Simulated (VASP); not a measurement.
# SnO (P4/nmm) in VASP: further runs

Runs on SnO. Level: LDA. Tasks: single point.

Everything below comes from runs of VASP 6.6.1. Logs are shortened: lines on timing, memory, paths and dates and some standing lists are left out, and cuts for length are marked.

## 1. The cell of the first run

Symmetry: P4/nmm, No. 129, tetragonal system. Conventional cell: a = 3.767 Å, b = 3.767 Å, c = 4.283 Å, α = 90.00°, β = 90.00°, γ = 90.00°. Sn (site symmetry 4mm) has 4 O at 2.16 Å within 2.9 Å. O (site symmetry -4m2) has 4 Sn at 2.16 Å and 4 O at 2.66 Å within 2.9 Å.

## 2. Single point, LDA

File INCAR:

```
SYSTEM = SnO
PREC     = Accurate       ! precision mode
ENCUT    = 520            ! plane-wave cutoff, eV
EDIFF    = 1E-6           ! SCF threshold, eV
ISMEAR   = 0              ! smearing method
SIGMA    = 0.15           ! smearing width, eV
LREAL    = .FALSE.        ! projectors in reciprocal space
LASPH    = .TRUE.         ! aspherical terms in the spheres
NELM     = 80             ! most SCF steps
ALGO     = Normal         ! electronic algorithm
ISIF     = 2              ! what is computed and relaxed
LWAVE    = .FALSE.        ! write WAVECAR
LCHARG   = .FALSE.        ! write CHGCAR
NBANDS   = 28             ! bands
```

File KPOINTS:

```
regular mesh
0
G
  10 10 8
  0 0 0
```

File POSCAR:

```
SnO
1.0
    3.7668771934      0.0000000000      0.0000000000
    0.0000000000      3.7668771934      0.0000000000
    0.0000000000      0.0000000000      4.2829000000
Sn O
2 2
Direct
    0.0000000000      0.5000000000      0.2457459271
    0.5000000000      0.0000000000      0.7542540729
    0.0000000000      0.0000000000      0.0000000000
    0.5000000000      0.5000000000      0.0000000000
```

Potentials or basis: VASP PAW LDA potentials, release 64 (Sn_d, O).

Run with:

```sh
$ cat potpaw_LDA.64/Sn_d/POTCAR potpaw_LDA.64/O/POTCAR > POTCAR
$ mpirun -np 1 vasp_std > vasp.out
```

OUTCAR:

```text
SYSTEM = SnO
   PREC = Accurate
   ENCUT = 520
   EDIFF = 1E-6
   ISMEAR = 0
   LREAL = .FALSE.
   LASPH = .TRUE.
   NELM = 80
   ISIF = 2

 ion  position               nearest neighbor table
   1  0.000  0.500  0.246-   3 2.16   4 2.16   3 2.16   4 2.16   2 3.39   2 3.39   2 3.39   2 3.39
                             2 3.44   2 3.44   2 3.44   2 3.44
   2  0.500  0.000  0.754-   3 2.16   4 2.16   4 2.16   3 2.16   1 3.39   1 3.39   1 3.39   1 3.39
                             1 3.44   1 3.44   1 3.44   1 3.44
   3  0.000  0.000  0.000-   1 2.16   2 2.16   1 2.16   2 2.16
   4  0.500  0.500  0.000-   1 2.16   2 2.16   2 2.16   1 2.16

  LATTYP: Found a simple tetragonal cell.
 ALAT       =     3.7668771934
 C/A-ratio  =     1.1369895487

  Lattice vectors:

 A1 = (   3.7668771934,   0.0000000000,   0.0000000000)
 A2 = (   0.0000000000,   3.7668771934,   0.0000000000)
 A3 = (   0.0000000000,   0.0000000000,   4.2829000000)

Analysis of symmetry for initial positions (statically):
=====================================================================
 Subroutine PRICEL returns:
 Original cell was already a primitive cell.

 Routine SETGRP: Setting up the symmetry group for a
 simple tetragonal supercell.

 Subroutine GETGRP returns: Found 16 space group operations
 (whereof  8 operations were pure point group operations)
 out of a pool of 16 trial point group operations.

The static configuration has the point symmetry D_2d.
 The point group associated with its full space group is D_4h.

Analysis of symmetry for dynamics (positions and initial velocities):
=====================================================================
 Subroutine PRICEL returns:
 Original cell was already a primitive cell.

 Routine SETGRP: Setting up the symmetry group for a
 simple tetragonal supercell.

 Subroutine GETGRP returns: Found 16 space group operations
 (whereof  8 operations were pure point group operations)
 out of a pool of 16 trial point group operations.

The dynamic configuration has the point symmetry D_2d.
 The point group associated with its full space group is D_4h.

 Subroutine INISYM returns: Found 16 space group operations
 (whereof  8 operations are pure point group operations),
 and found     1 'primitive' translations

----------------------------------------------------------------------------------------

                                     Primitive cell

  volume of cell :      60.7716

[... 86 lines left out ...]
   ISPIN  =      1    spin polarized calculation?
   LNONCOLLINEAR =      F non collinear calculations
   LSORBIT =      F    spin-orbit coupling
   LASPH  =      T    aspherical Exc in radial PAW
   ENCUT  =  520.0 eV  38.22 Ry    6.18 a.u.   7.00  7.00  7.96*2*pi/ulx,y,z
   NELM   =     80;   NELMIN=  2; NELMDL= -5     # of ELM steps
   EDIFF  = 0.1E-05   stopping-criterion for ELM
   LREAL  =      F    real-space projection
   EDIFFG = 0.1E-04   stopping-criterion for IOM
   NSW    =      0    number of steps for IOM
   IBRION =     -1    ionic relax: 0-MD 1-quasi-New 2-CG
   NFREE  =      0    steps in history (QN), initial steepest desc. (CG)
   ISIF   =      2    stress and relaxation
   ISYM   =      2    0-nonsym 1-usesym 2-fastsym
   POTIM  = 0.5000    time-step for ionic-motion
   TEBEG  =    0.0;   TEEND  =   0.0 temperature during run
   PSTRESS=    0.0 pullay stress
   NELECT =      40.0000    total number of electrons
   NUPDOWN=      -1.0000    fix difference up-down
   EMIN   =  10.00;   EMAX   =-10.00  energy-range for DOS
   EFERMI =   0.00;   METHOD = LEGACY
   ISMEAR =     0;   SIGMA  =   0.15  broadening in eV -4-tet -1-fermi 0-gaus
   EFERMI_NEDOS =   21; number of points for ismear=-14 and -15
   IALGO  =     38    algorithm
   IMIX   =      4    mixing-type and parameters
     AMIX     =   0.40;   BMIX     =  1.00
     AMIX_MAG =   1.60;   BMIX_MAG =  1.00
  volume/ion in A,a.u.               =      15.19       102.53
  Fermi-wavevector in a.u.,A,eV,Ry     =   1.424059  2.691081 27.591840  2.027943
  Thomas-Fermi vector in A             =   2.544590
   LORBIT       =      0    0 simple, 1 ext, 2 COOP (PROOUT), +10 PAW based schemes
   GGA     = CA    functional components
   LHFCALC =     F    Hartree Fock is set to
   AEXX    =    0.0000 exact exchange contribution
   IVDW    =     0    specifies the selected vdW correction
   LEPSILON=     F    determine dielectric tensor
   LRPA    =     F    only Hartree local field effects (RPA)
 non-spin polarized calculation
 Gauss-broadening in eV      SIGMA  =   0.15
  energy-cutoff  :      520.00
  volume of cell :       60.77
 maximum number of plane-waves:      1668
   NGX = 15   NGY = 15   NGZ = 15

 number of electron      40.0000005 magnetization

 Free energy of the ion-electron system (eV)
  ---------------------------------------------------
  ext. energy  EPLUGINS =         0.00000000
  ---------------------------------------------------
  free energy    TOTEN  =       -25.52861999 eV

  energy without entropy =      -25.52717317  energy(sigma->0) =      -25.52789658

 E-fermi :   8.6956     XC(G=0): -11.4424

 val. band max:        8.5498397441   @ k =   0.1000   0.1000   0.0000
 cond. band min:       8.8528000149   @ k =   0.5000   0.5000   0.1250
 fundamental gap:      0.3029602708
 Fermi energy:         8.6955564587

 k-point     1 :       0.0000    0.0000    0.0000
  band No.  band energies     occupation
      1     -13.6281      2.00000
      2     -12.9565      2.00000
      3     -12.9565      2.00000
      4     -12.8849      2.00000
      5     -12.8831      2.00000
      6     -12.8784      2.00000
[... 733 lines left out ...]
     27      16.3243      0.00000
     28      18.1801      0.00000

 [... further k-points ...]
[... 5 lines left out ...]
  --------------------------------------------------------------------------------------
  -------------------------------------------------------------------------------------
  Total        3.0469669      3.0469669      4.5017211      0.0000000      0.0000000      0.0000000
  in kB       80.3299432     80.3299432    118.6829440      0.0000000      0.0000000      0.0000000
  external PRESSURE =      93.1142768 kB  Pullay stress =       0.0000000 kB

 VOLUME and BASIS-vectors are now :
 -----------------------------------------------------------------------------
  energy-cutoff  :      520.00
  volume of cell :       60.77
      direct lattice vectors                 reciprocal lattice vectors
     3.766877193  0.000000000  0.000000000     0.265471888  0.000000000  0.000000000
     0.000000000  3.766877193  0.000000000     0.000000000  0.265471888  0.000000000
     0.000000000  0.000000000  4.282900000     0.000000000  0.000000000  0.233486656

 POSITION                                       TOTAL-FORCE (eV/Angst)
 -----------------------------------------------------------------------------------
      0.00000      1.88344      1.05251         0.000000      0.000000      1.567862
      1.88344      0.00000      3.23039        -0.000000      0.000000     -1.567862
      0.00000      0.00000      0.00000         0.000000     -0.000000      0.000000
      1.88344      1.88344      0.00000         0.000000      0.000000      0.000000
 -----------------------------------------------------------------------------------
    total drift:                                0.000000      0.000000     -0.000000

  FREE ENERGIE OF THE ION-ELECTRON SYSTEM (eV)
  ---------------------------------------------------
  free  energy   TOTEN  =       -25.5286199853 eV

  energy  without entropy=      -25.5271731669  energy(sigma->0) =      -25.52789658
```

OSZICAR:

```text
N       E                     dE             d eps       ncg     rms          rms(c)
DAV:   1     0.418810316548E+03    0.41881E+03   -0.19928E+04  6156   0.230E+03
DAV:   2     0.331651370593E+02   -0.38565E+03   -0.37033E+03  5984   0.550E+02
DAV:   3    -0.261742177941E+02   -0.59339E+02   -0.58169E+02  6688   0.182E+02
DAV:   4    -0.288672693050E+02   -0.26931E+01   -0.26806E+01  6956   0.408E+01
DAV:   5    -0.289286348399E+02   -0.61366E-01   -0.61357E-01  6520   0.665E+00    0.115E+01
DAV:   6    -0.255964642787E+02    0.33322E+01   -0.13747E+01  9608   0.433E+01    0.494E+00
DAV:   7    -0.255780804721E+02    0.18384E-01   -0.16574E+00  6900   0.823E+00    0.245E+00
DAV:   8    -0.255413341165E+02    0.36746E-01   -0.28874E-01  8484   0.393E+00    0.779E-01
DAV:   9    -0.255282881247E+02    0.13046E-01   -0.46007E-02  9116   0.263E+00    0.207E-01
DAV:  10    -0.255287336440E+02   -0.44552E-03   -0.52436E-03  8492   0.658E-01    0.865E-02
DAV:  11    -0.255286095349E+02    0.12411E-03   -0.70782E-04  9076   0.311E-01    0.197E-02
DAV:  12    -0.255286253451E+02   -0.15810E-04   -0.14986E-04  6828   0.710E-02    0.234E-02
DAV:  13    -0.255286205308E+02    0.48143E-05   -0.42795E-05  7900   0.747E-02    0.692E-03
DAV:  14    -0.255286199853E+02    0.54549E-06   -0.51981E-06  6644   0.238E-02
   1 F= -.25528620E+02 E0= -.25527897E+02  d E =-.144682E-02
```

Run time: 1.7 min. Hardware: 1 thread of Intel Xeon Platinum 8488C (Sapphire Rapids), shared host; peak memory 0.24 GiB.

Results:

| Quantity | Value |
| --- | --- |
| Free energy | -25.5286 eV |
| Pressure | 9.3 GPa |
| Largest force | 1.568 eV/Å |
| Band gap on the k mesh | zero (band 20 reaches 8.55 eV, above the bottom of band 21 at 8.53 eV) |

Forces on the atoms (eV/Å):
```
Sn   0.000  0.000  1.568
Sn   0.000  0.000 -1.568
O    0.000  0.000  0.000
O    0.000  0.000  0.000
```

Caveat: spin-orbit coupling is left out, which moves the levels of the heavy elements; forces of over 1 eV/Å act on the atoms, so gaps and moduli don't describe the material at rest.

## 3. Single point, LDA

This run uses another cell than the first one, of 15.43 Å³/atom, 1.015 times its volume.

File INCAR:

```
SYSTEM = SnO
ALGO = Normal ; EDIFF = 1E-6
ENCUT = 520 ; ISIF = 2
ISMEAR = 0 ; LASPH = .True.
LCHARG = .False. ; LREAL = .False.
LWAVE = .False. ; NBANDS = 28
NELM = 80 ; PREC = Accurate
SIGMA = 0.15
```

File KPOINTS:

```
k-points
0
Gamma
  10 10 8
  0 0 0
```

File POSCAR:

```
SnO
1.0
    3.5032000000      0.0000000000      0.0000000000
    0.0000000000      3.5032000000      0.0000000000
    0.0000000000      0.0000000000      5.0277000000
Sn O
2 2
Direct
    0.0000000000      0.5000000000      0.2457459271
    0.5000000000      0.0000000000      0.7542540729
    0.0000000000      0.0000000000      0.0000000000
    0.5000000000      0.5000000000      0.0000000000
```

Potentials or basis: VASP PAW LDA potentials, release 64 (Sn_d, O).

Run with:

```sh
$ cat potpaw_LDA.64/Sn_d/POTCAR potpaw_LDA.64/O/POTCAR > POTCAR
$ mpirun -np 1 vasp_std > vasp.out
```

OUTCAR:

```text
SYSTEM = SnO
   EDIFF = 1E-6
   ENCUT = 520
   ISIF = 2
   ISMEAR = 0
   LASPH = .True.
   LREAL = .False.
   NELM = 80
   PREC = Accurate

 ion  position               nearest neighbor table
   1  0.000  0.500  0.246-   3 2.14   4 2.14   3 2.14   4 2.14   2 3.50   2 3.50   2 3.50   2 3.50
                             2 3.56   2 3.56   2 3.56   2 3.56
   2  0.500  0.000  0.754-   3 2.14   4 2.14   4 2.14   3 2.14   1 3.50   1 3.50   1 3.50   1 3.50
                             1 3.56   1 3.56   1 3.56   1 3.56
   3  0.000  0.000  0.000-   1 2.14   2 2.14   1 2.14   2 2.14
   4  0.500  0.500  0.000-   1 2.14   2 2.14   2 2.14   1 2.14

[... 949 lines left out ...]
  -------------------------------------------------------------------------------------
  Total        6.7715165      6.7715165     -0.1071431      0.0000000      0.0000000      0.0000000
  in kB      175.8317516    175.8317516     -2.7821174      0.0000000      0.0000000      0.0000000
  external PRESSURE =     116.2937953 kB  Pullay stress =       0.0000000 kB

 VOLUME and BASIS-vectors are now :
 -----------------------------------------------------------------------------
  energy-cutoff  :      520.00
  volume of cell :       61.70
      direct lattice vectors                 reciprocal lattice vectors
     3.503200000  0.000000000  0.000000000     0.285453300  0.000000000  0.000000000
     0.000000000  3.503200000  0.000000000     0.000000000  0.285453300  0.000000000
     0.000000000  0.000000000  5.027700000     0.000000000  0.000000000  0.198898105

 POSITION                                       TOTAL-FORCE (eV/Angst)
 -----------------------------------------------------------------------------------
      0.00000      1.75160      1.23554        -0.000000      0.000000      0.234800
      1.75160      0.00000      3.79216         0.000000      0.000000     -0.234800
      0.00000      0.00000      0.00000        -0.000000      0.000000      0.000000
      1.75160      1.75160      0.00000        -0.000000     -0.000000      0.000000
 -----------------------------------------------------------------------------------
    total drift:                                0.000000      0.000000     -0.000000

  FREE ENERGIE OF THE ION-ELECTRON SYSTEM (eV)
  ---------------------------------------------------
  free  energy   TOTEN  =       -25.2544829731 eV

  energy  without entropy=      -25.2493581933  energy(sigma->0) =      -25.25192058
```

OSZICAR:

```text
N       E                     dE             d eps       ncg     rms          rms(c)
DAV:   1     0.418310507084E+03    0.41831E+03   -0.19944E+04  6184   0.229E+03
DAV:   2     0.336156878244E+02   -0.38469E+03   -0.36910E+03  6016   0.557E+02
DAV:   3    -0.262289590353E+02   -0.59845E+02   -0.58702E+02  6672   0.182E+02
DAV:   4    -0.289746508359E+02   -0.27457E+01   -0.27326E+01  6756   0.413E+01
DAV:   5    -0.290403448331E+02   -0.65694E-01   -0.65685E-01  6636   0.686E+00    0.119E+01
DAV:   6    -0.252890092540E+02    0.37513E+01   -0.14385E+01  9556   0.457E+01    0.487E+00
DAV:   7    -0.253115066717E+02   -0.22497E-01   -0.18283E+00  6372   0.835E+00    0.253E+00
DAV:   8    -0.252683829922E+02    0.43124E-01   -0.28281E-01  8416   0.406E+00    0.776E-01
DAV:   9    -0.252541095423E+02    0.14273E-01   -0.46889E-02  8964   0.282E+00    0.176E-01
DAV:  10    -0.252547073237E+02   -0.59778E-03   -0.60141E-03  8092   0.749E-01    0.109E-01
DAV:  11    -0.252544726288E+02    0.23469E-03   -0.92995E-04  8932   0.359E-01    0.280E-02
DAV:  12    -0.252544920761E+02   -0.19447E-04   -0.28642E-04  7748   0.109E-01    0.291E-02
DAV:  13    -0.252544829373E+02    0.91388E-05   -0.32385E-05  8340   0.605E-02    0.877E-03
DAV:  14    -0.252544829731E+02   -0.35867E-07   -0.23725E-06  5216   0.959E-03
   1 F= -.25254483E+02 E0= -.25251921E+02  d E =-.512478E-02
```

stdout:

```text
POSCAR found type information on POSCAR SnO
 POSCAR found :  2 types and       4 ions
 scaLAPACK will be used
 LDA part: xc-table for (Slater(with rela. corr.)+CA(PZ))
 , standard interpolation
 POSCAR, INCAR and KPOINTS ok, starting setup
 FFT: planning ... GRIDC
 FFT: planning ... GRID_SOFT
 FFT: planning ... GRID
 WAVECAR not read
 entering main loop
```

Run time: 1.9 min. Hardware: 1 thread of Intel Xeon Platinum 8488C (Sapphire Rapids), shared host; peak memory 0.25 GiB.

Results:

- Free energy: -25.2545 eV
- Pressure: 11.6 GPa
- Largest force: 0.235 eV/Å
- Band gap on the k mesh: zero (band 20 reaches 9.24 eV, above the bottom of band 21 at 8.18 eV)

Forces on the atoms (eV/Å):
```
Sn   0.000  0.000  0.235
Sn   0.000  0.000 -0.235
O    0.000  0.000  0.000
O    0.000  0.000  0.000
```

Stress tensor (GPa, compression positive):
```
17.58  0.00  0.00
 0.00 17.58  0.00
 0.00  0.00 -0.28
```

Caveat: spin-orbit coupling is left out, which moves the levels of the heavy elements.
